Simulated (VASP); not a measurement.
# In5Sb (F-43m) in VASP: a series of runs

In5Sb is run at these levels: PBE; tasks: single point.

Program: VASP 6.6.1. These are calculated values, not measurements. Logs are shortened: lines on timing, memory, paths and dates and some standing lists are left out, and cuts for length are marked.

### Step 1. The cell of the first run

Symmetry: F-43m, No. 216, cubic system. The conventional cell has a = 8.882 Å, b = 8.882 Å, c = 8.882 Å, α = 90.00°, β = 90.00°, γ = 90.00°. Within 4.8 Å of In (site symmetry -43m) lie 12 In at 3.65 Å and 4 Sb at 3.85 Å. Within 3.6 Å of In (site symmetry 3m) lie 6 In at 2.71 to 3.57 Å. Sb (site symmetry -43m) has 16 In at 3.74 to 3.85 Å within 4.9 Å.

### Step 2. Single point, PBE

Contents of INCAR:

```
SYSTEM = In5Sb
ALGO = Normal
EDIFF = 1E-7
ENCUT = 520
GGA = PE
ISIF = 2
ISMEAR = 0
LASPH = .TRUE.
LCHARG = .FALSE.
LREAL = .FALSE.
LWAVE = .FALSE.
NBANDS = 44
NELM = 100
PREC = Accurate
SIGMA = 0.1
```

Contents of KPOINTS:

```
k-points
0
G
  4 4 4
  0 0 0
```

Contents of POSCAR:

```
In5Sb
1.0
    0.0000000000      4.4410315200      4.4410315200
    4.4410315200      0.0000000000      4.4410315200
    4.4410315200      4.4410315200      0.0000000000
In Sb
5 1
Direct
    0.5000000000      0.5000000000      0.5000000000
    0.8579262100      0.8579262100      0.8579262100
    0.8579262100      0.8579262100      0.4262213700
    0.8579262100      0.4262213700      0.8579262100
    0.4262213700      0.8579262100      0.8579262100
    0.2500000000      0.2500000000      0.2500000000
```

Potentials or basis: VASP PAW PBE potentials, release 64 (In_d, Sb).

Command:

```
$ cat potpaw_PBE.64/In_d/POTCAR potpaw_PBE.64/Sb/POTCAR > POTCAR
$ mpirun -np 1 vasp_std > vasp.out
```

OUTCAR:

```text
SYSTEM = In5Sb
   EDIFF = 1E-7
   ENCUT = 520
   GGA = PE
   ISIF = 2
   ISMEAR = 0
   LASPH = .TRUE.
   LREAL = .FALSE.
   NELM = 100
   PREC = Accurate

 ion  position               nearest neighbor table
   1  0.500  0.500  0.500-   4 3.65   5 3.65   3 3.65   3 3.65   5 3.65   4 3.65   2 3.65   2 3.65
                             2 3.65   3 3.65   4 3.65   5 3.65   6 3.85   6 3.85   6 3.85   6 3.85
   2  0.858  0.858  0.858-   3 2.71   4 2.71   5 2.71   5 3.57   4 3.57   3 3.57   1 3.65   1 3.65
                             1 3.65   6 3.74   6 3.74   6 3.74
   3  0.858  0.858  0.426-   2 2.71   4 2.71   5 2.71   4 3.57   5 3.57   2 3.57   1 3.65   1 3.65
                             1 3.65   6 3.74   6 3.74   6 3.74
   4  0.858  0.426  0.858-   2 2.71   3 2.71   5 2.71   5 3.57   3 3.57   2 3.57   1 3.65   1 3.65
                             1 3.65   6 3.74   6 3.74   6 3.74
   5  0.426  0.858  0.858-   2 2.71   3 2.71   4 2.71   4 3.57   3 3.57   2 3.57   1 3.65   1 3.65
                             1 3.65   6 3.74   6 3.74   6 3.74
   6  0.250  0.250  0.250-   3 3.74   4 3.74   5 3.74   2 3.74   2 3.74   2 3.74   4 3.74   4 3.74
                             5 3.74   3 3.74   3 3.74   5 3.74   1 3.85   1 3.85   1 3.85   1 3.85

  LATTYP: Found a face centered cubic cell.
 ALAT       =     8.8820630400

  Lattice vectors:

 A1 = (   0.0000000000,   4.4410315200,   4.4410315200)
 A2 = (   4.4410315200,   0.0000000000,   4.4410315200)
 A3 = (   4.4410315200,   4.4410315200,   0.0000000000)

Analysis of symmetry for initial positions (statically):
=====================================================================
 Subroutine PRICEL returns:
 Original cell was already a primitive cell.

 Routine SETGRP: Setting up the symmetry group for a
 face centered cubic supercell.

 Subroutine GETGRP returns: Found 24 space group operations
 (whereof 24 operations were pure point group operations)
 out of a pool of 48 trial point group operations.

The static configuration has the point symmetry T_d .

Analysis of symmetry for dynamics (positions and initial velocities):
=====================================================================
 Subroutine PRICEL returns:
 Original cell was already a primitive cell.

 Routine SETGRP: Setting up the symmetry group for a
 face centered cubic supercell.

 Subroutine GETGRP returns: Found 24 space group operations
 (whereof 24 operations were pure point group operations)
 out of a pool of 48 trial point group operations.

The dynamic configuration has the point symmetry T_d .

 Subroutine INISYM returns: Found 24 space group operations
 (whereof 24 operations are pure point group operations),
 and found     1 'primitive' translations

----------------------------------------------------------------------------------------

                                     Primitive cell

  volume of cell :     175.1788

  direct lattice vectors                    reciprocal lattice vectors
     0.000000000  4.441031520  4.441031520    -0.112586456  0.112586456  0.112586456
     4.441031520  0.000000000  4.441031520     0.112586456 -0.112586456  0.112586456
     4.441031520  4.441031520  0.000000000     0.112586456  0.112586456 -0.112586456

  length of vectors
     6.280567007  6.280567007  6.280567007     0.195005462  0.195005462  0.195005462

  position of ions in fractional coordinates (direct lattice)
     0.500000000  0.500000000  0.500000000
     0.857926210  0.857926210  0.857926210
     0.857926210  0.857926210  0.426221370
     0.857926210  0.426221370  0.857926210
     0.426221370  0.857926210  0.857926210
     0.250000000  0.250000000  0.250000000

  ion indices of the primitive-cell ions
   primitive index   ion index
                 1           1
                 2           2
                 3           3
                 4           4
                 5           5
                 6           6

----------------------------------------------------------------------------------------

 KPOINTS: k-points

Automatic generation of k-mesh.
 Grid dimensions read from file:
 generate k-points for:    4    4    4

 Generating k-lattice:

  Cartesian coordinates                     Fractional coordinates (reciprocal lattice)
    -0.028146614  0.028146614  0.028146614     0.250000000  0.000000000  0.000000000
     0.028146614 -0.028146614  0.028146614     0.000000000  0.250000000  0.000000000
     0.028146614  0.028146614 -0.028146614     0.000000000  0.000000000  0.250000000

  Length of vectors
     0.048751366  0.048751366  0.048751366

  Shift w.r.t. Gamma in fractional coordinates (k-lattice)
     0.000000000  0.000000000  0.000000000

 Subroutine IBZKPT returns following result:
 ===========================================

 Found      8 irreducible k-points:

 Following reciprocal coordinates:
            Coordinates               Weight
  0.000000  0.000000  0.000000      1.000000
  0.250000  0.000000  0.000000      8.000000
  0.500000  0.000000  0.000000      4.000000
  0.250000  0.250000  0.000000      6.000000
  0.500000  0.250000  0.000000     24.000000
 -0.250000  0.250000  0.000000     12.000000
  0.500000  0.500000  0.000000      3.000000
 -0.250000  0.500000  0.250000      6.000000
   k-points           NKPTS =      8   k-points in BZ     NKDIM =      8   number of bands    NBANDS=     44
   number of dos      NEDOS =    301   number of ions     NIONS =      6
   total plane-waves  NPLWV = 110592
   dimension x,y,z NGX =    48 NGY =   48 NGZ =   48
   dimension x,y,z NGXF=    96 NGYF=   96 NGZF=   96
   ions per type =               5   1
   NGX,Y,Z   is equivalent  to a cutoff of  12.71, 12.71, 12.71 a.u.
   NGXF,Y,Z  is equivalent  to a cutoff of  25.41, 25.41, 25.41 a.u.
 SYSTEM =  In5Sb
   PREC   = accura    normal or accurate (medium, high low for compatibility)
   ISTART =      0    job   : 0-new  1-cont  2-samecut
   ICHARG =      2    charge: 1-file 2-atom 10-const
   ISPIN  =      1    spin polarized calculation?
   LNONCOLLINEAR =      F non collinear calculations
   LSORBIT =      F    spin-orbit coupling
   LASPH  =      T    aspherical Exc in radial PAW
   ENCUT  =  520.0 eV  38.22 Ry    6.18 a.u.  11.68 11.68 11.68*2*pi/ulx,y,z
   NELM   =    100;   NELMIN=  2; NELMDL= -5     # of ELM steps
   EDIFF  = 0.1E-06   stopping-criterion for ELM
   LREAL  =      F    real-space projection
   EDIFFG = 0.1E-05   stopping-criterion for IOM
   NSW    =      0    number of steps for IOM
   IBRION =     -1    ionic relax: 0-MD 1-quasi-New 2-CG
   NFREE  =      0    steps in history (QN), initial steepest desc. (CG)
   ISIF   =      2    stress and relaxation
   ISYM   =      2    0-nonsym 1-usesym 2-fastsym
   POTIM  = 0.5000    time-step for ionic-motion
   TEBEG  =    0.0;   TEEND  =   0.0 temperature during run
   PSTRESS=    0.0 pullay stress
   NELECT =      70.0000    total number of electrons
   NUPDOWN=      -1.0000    fix difference up-down
   EMIN   =  10.00;   EMAX   =-10.00  energy-range for DOS
   EFERMI =   0.00;   METHOD = LEGACY
   ISMEAR =     0;   SIGMA  =   0.10  broadening in eV -4-tet -1-fermi 0-gaus
   EFERMI_NEDOS =   21; number of points for ismear=-14 and -15
   IALGO  =     38    algorithm
   IMIX   =      4    mixing-type and parameters
     AMIX     =   0.40;   BMIX     =  1.00
     AMIX_MAG =   1.60;   BMIX_MAG =  1.00
  volume/ion in A,a.u.               =      29.20       197.03
  Fermi-wavevector in a.u.,A,eV,Ry     =   1.205814  2.278658 19.782700  1.453987
  Thomas-Fermi vector in A             =   2.341499
   LORBIT       =      0    0 simple, 1 ext, 2 COOP (PROOUT), +10 PAW based schemes
   GGA     = PE    functional components
   LHFCALC =     F    Hartree Fock is set to
   AEXX    =    0.0000 exact exchange contribution
   IVDW    =     0    specifies the selected vdW correction
   LEPSILON=     F    determine dielectric tensor
   LRPA    =     F    only Hartree local field effects (RPA)
 non-spin polarized calculation
 Gauss-broadening in eV      SIGMA  =   0.10
  energy-cutoff  :      520.00
  volume of cell :      175.18
 maximum number of plane-waves:      4738
 NGX is ok and might be reduce to    48
   NGX = 23   NGY = 23   NGZ = 23

 number of electron      70.0000001 magnetization

 Free energy of the ion-electron system (eV)
  ---------------------------------------------------
  ext. energy  EPLUGINS =         0.00000000
  ---------------------------------------------------
  free energy    TOTEN  =       -14.04809384 eV

  energy without entropy =      -14.02947926  energy(sigma->0) =      -14.03878655

 E-fermi :   6.5122     XC(G=0):  -9.6986

 val. band max:        6.4506248792   @ k =   0.5000   0.5000   0.0000
 cond. band min:       6.5645318999   @ k =   0.0000   0.0000   0.0000
 fundamental gap:      0.1139070207
 Fermi energy:         6.5121675046

 k-point     1 :       0.0000    0.0000    0.0000
  band No.  band energies     occupation
      1      -9.2222      2.00000
      2      -8.8410      2.00000
      3      -8.8410      2.00000
      4      -8.8410      2.00000
      5      -8.7671      2.00000
      6      -8.7671      2.00000
[... 36 lines left out ...]
     43      11.1446      0.00000
     44      13.7305      0.00000

 k-point     2 :       0.2500    0.0000    0.0000
  band No.  band energies     occupation
      1      -9.1948      2.00000
      2      -8.8306      2.00000
      3      -8.8210      2.00000
      4      -8.8210      2.00000
      5      -8.7451      2.00000
      6      -8.7451      2.00000
[... 36 lines left out ...]
     43      10.2720      0.00000
     44      12.5995      0.00000

 k-point     3 :       0.5000    0.0000    0.0000
  band No.  band energies     occupation
      1      -9.1669      2.00000
      2      -8.8178      2.00000
      3      -8.8068      2.00000
      4      -8.8068      2.00000
      5      -8.7130      2.00000
      6      -8.7130      2.00000
[... 224 lines left out ...]
     43       9.6671      0.00000
     44      10.0217      0.00000

 k-point     8 :      -0.2500    0.5000    0.2500
  band No.  band energies     occupation
      1      -9.1445      2.00000
      2      -8.8088      2.00000
      3      -8.7869      2.00000
      4      -8.7758      2.00000
      5      -8.7265      2.00000
      6      -8.6989      2.00000
[... 36 lines left out ...]
     43      11.1634      0.00000
     44      11.3354      0.00000

------------------------ aborting loop because EDIFF is reached ----------------------------------------

  FORCE on cell =-STRESS in cart. coord.  units (eV):
  Direction    XX          YY          ZZ          XY          YZ          ZX
  --------------------------------------------------------------------------------------
  -------------------------------------------------------------------------------------
  Total        5.2249278      5.2249278      5.2249278      0.0000000      0.0000000      0.0000000
  in kB       47.7869498     47.7869498     47.7869498      0.0000000      0.0000000      0.0000000
  external PRESSURE =      47.7869498 kB  Pullay stress =       0.0000000 kB

 VOLUME and BASIS-vectors are now :
 -----------------------------------------------------------------------------
  energy-cutoff  :      520.00
  volume of cell :      175.18
      direct lattice vectors                 reciprocal lattice vectors
     0.000000000  4.441031520  4.441031520    -0.112586456  0.112586456  0.112586456
     4.441031520  0.000000000  4.441031520     0.112586456 -0.112586456  0.112586456
     4.441031520  4.441031520  0.000000000     0.112586456  0.112586456 -0.112586456

 POSITION                                       TOTAL-FORCE (eV/Angst)
 -----------------------------------------------------------------------------------
      4.44103      4.44103      4.44103         0.000000      0.000000      0.000000
      7.62015      7.62015      7.62015         2.528069      2.528069      2.528069
      5.70294      5.70294      7.62015        -2.528069     -2.528069      2.528069
      5.70294      7.62015      5.70294        -2.528069      2.528069     -2.528069
      7.62015      5.70294      5.70294         2.528069     -2.528069     -2.528069
      2.22052      2.22052      2.22052         0.000000      0.000000      0.000000
 -----------------------------------------------------------------------------------
    total drift:                                0.000001      0.000001      0.000001

  FREE ENERGIE OF THE ION-ELECTRON SYSTEM (eV)
  ---------------------------------------------------
  free  energy   TOTEN  =       -14.0480938446 eV

  energy  without entropy=      -14.0294792568  energy(sigma->0) =      -14.03878655
```

Run time: 54 s. Hardware: 1 thread of Intel Xeon 6975P-C (Granite Rapids), shared host; peak memory 0.33 GiB.

What came out:

```yaml
Free_energy: -14.0481 eV
Pressure: 4.8 GPa
Largest_force: 4.379 eV/Å
Band_gap_on_the_k_mesh: zero (band 35 reaches 6.96 eV, above the bottom of band 36 at 5.71 eV)
```

Forces in eV/Å, atoms in the order of the input:
```
In   0.000  0.000  0.000
In   2.528  2.528  2.528
In  -2.528 -2.528  2.528
In  -2.528  2.528 -2.528
In   2.528 -2.528 -2.528
Sb   0.000  0.000  0.000
```

Levels at points of the mesh, in eV from the Fermi level:
```tsv
k point	band 32	band 33	band 34	band 35	band 36	band 37	band 38	band 39
(0.00, 0.00, 0.00)	-2.52	-1.85	-1.85	-1.85	-0.79	-0.79	-0.79	0.05
(0.50, 0.00, 0.00)	-2.61	-2.61	-1.03	0.30	0.62	0.62	1.81	1.81
(0.50, 0.50, 0.00)	-0.52	-0.06	-0.06	0.24	0.73	1.56	1.57	1.57
```

Caveat: spin-orbit coupling is left out, which moves the levels of the heavy elements; forces of over 1 eV/Å act on the atoms, so gaps and moduli don't describe the material at rest.

### Step 3. Single point, PBE

Contents of INCAR:

```
ALGO = Fast
EDIFF = 1E-7
ENCUT = 520
GGA = PE
ISIF = 2
ISMEAR = 0
LASPH = True
LCHARG = False
LREAL = False
LWAVE = False
NBANDS = 44
NELM = 80
PREC = Accurate
SIGMA = 0.1
```

Contents of KPOINTS:

```
k-points
0
Gamma
  4 4 4
```

Contents of POSCAR:

```
In5Sb
1.0
    0.0000000000      4.4387058567      4.4387058567
    4.4387058567      0.0000000000      4.4387058567
    4.4387058567      4.4387058567      0.0000000000
In Sb
5 1
Direct
    0.5000000000      0.5000000000      0.5000000000
    0.8750194845      0.8750194845      0.8750194845
    0.8750194845      0.8750194845      0.3749415465
    0.8750194845      0.3749415465      0.8750194845
    0.3749415465      0.8750194845      0.8750194845
    0.2500000000      0.2500000000      0.2500000000
```

Potentials or basis: VASP PAW PBE potentials, release 64 (In_d, Sb).

Command:

```
$ cat potpaw_PBE.64/In_d/POTCAR potpaw_PBE.64/Sb/POTCAR > POTCAR
$ mpirun -np 1 vasp_std > vasp.out
```

Run time: 62 s. Hardware: 1 thread of Intel Xeon 6975P-C (Granite Rapids), shared host; peak memory 0.34 GiB.

Results (log left out):

```
Free energy            : -16.0565 eV
Pressure               : 0.2 GPa
Largest force          : 0.019 eV/Å
Band gap on the k mesh : zero (band 35 reaches 7.37 eV, above the bottom of band 36 at 5.67 eV)
```

Forces in eV/Å, atoms in the order of the input:
```
In   0.000  0.000  0.000
In   0.011  0.011  0.011
In  -0.011 -0.011  0.011
In  -0.011  0.011 -0.011
In   0.011 -0.011 -0.011
Sb   0.000  0.000  0.000
```

Levels at points of the mesh, in eV from the Fermi level:
```tsv
k point	band 32	band 33	band 34	band 35	band 36	band 37	band 38	band 39
(0.00, 0.00, 0.00)	-2.73	-2.42	-2.42	-2.42	-0.53	-0.53	-0.53	0.08
(0.50, 0.00, 0.00)	-2.65	-2.65	-0.98	0.04	0.67	0.67	1.54	1.54
(0.50, 0.50, 0.00)	-0.43	-0.04	-0.04	-0.02	1.29	1.85	1.85	2.15
```

Caveat: spin-orbit coupling is left out, which moves the levels of the heavy elements.

### Step 4. Single point, PBE

This run uses another cell than the first one, of 29.11 Å³/atom, 0.997 times its volume.

Contents of INCAR:

```
ALGO = Fast ; EDIFF = 1E-7
ENCUT = 520 ; GGA = PE
ISIF = 2 ; ISMEAR = 0
LASPH = True ; LCHARG = False
LREAL = False ; LWAVE = False
NBANDS = 44 ; NELM = 80
PREC = Accurate ; SIGMA = 0.1
```

Contents of KPOINTS:

```
k-points
0
Gamma
  8 8 8
```

Contents of POSCAR:

```
In5Sb
1.0
    0.0000000000      4.4367874626      4.4367874626
    4.4367874626      0.0000000000      4.4367874626
    4.4367874626      4.4367874626      0.0000000000
In Sb
5 1
Direct
    0.5000000000      0.5000000000      0.5000000000
    0.1247713289      0.6256860132      0.1247713289
    0.1247713289      0.1247713289      0.1247713289
    0.6256860132      0.1247713289      0.1247713289
    0.1247713289      0.1247713289      0.6256860132
    0.7500000000      0.7500000000      0.7500000000
```

Command:

```
$ cat potpaw_PBE.64/In_d/POTCAR potpaw_PBE.64/Sb/POTCAR > POTCAR
$ mpirun -np 1 vasp_std > vasp.out
```

Wall time 4.3 min (1 thread of Intel Xeon 6975P-C (Granite Rapids), shared host); peak memory 0.41 GiB.

It converged, with:

```yaml
Free_energy: -16.0902 eV
Pressure: 0.0 GPa
Band_gap_on_the_k_mesh: zero (band 35 reaches 7.37 eV, above the bottom of band 36 at 5.49 eV)
```

Levels at points of the mesh, in eV from the Fermi level:
| k point | band 31 | band 32 | band 33 | band 34 | band 35 | band 36 | band 37 | band 38 | band 39 | band 40 |
| --- | --- | --- | --- | --- | --- | --- | --- | --- | --- | --- |
| (0.00, 0.00, 0.00) | -2.92 | -2.71 | -2.42 | -2.42 | -2.42 | -0.51 | -0.51 | -0.51 | 0.10 | 0.10 |
| (0.50, 0.00, 0.00) | -3.50 | -2.63 | -2.63 | -0.97 | 0.05 | 0.68 | 0.68 | 1.56 | 1.56 | 2.94 |
| (0.50, 0.50, 0.00) | -4.65 | -0.41 | -0.03 | -0.03 | -0.01 | 1.31 | 1.87 | 1.87 | 2.18 | 2.38 |

Caveat: spin-orbit coupling is left out, which moves the levels of the heavy elements.

### Step 5. The runs side by side

```tsv
cell	k mesh	gap on the mesh (eV)	pressure (GPa)	largest force (eV/Å)
a = 6.281 Å, angles 60.0°, 6 atoms	4 × 4 × 4	none	4.8	4.38
a = 6.277 Å, angles 60.0°, 6 atoms	4 × 4 × 4	none	0.2	0.02
a = 6.275 Å, angles 60.0°, 6 atoms	8 × 8 × 8	none	0.0	-
```

Alike in all rows: task single point; level PBE; potentials or basis VASP PAW PBE potentials, release 64 (In_d, Sb); no spin polarisation; cutoff (eV) 520; smearing gaussian 0.1 eV.

Caveats: spin-orbit coupling is left out, which moves the levels of the heavy elements; forces of over 1 eV/Å act on the atoms, so gaps and moduli don't describe the material at rest (some runs).

Total energies depend on the potentials used, so only differences within one code and one set of settings carry meaning.
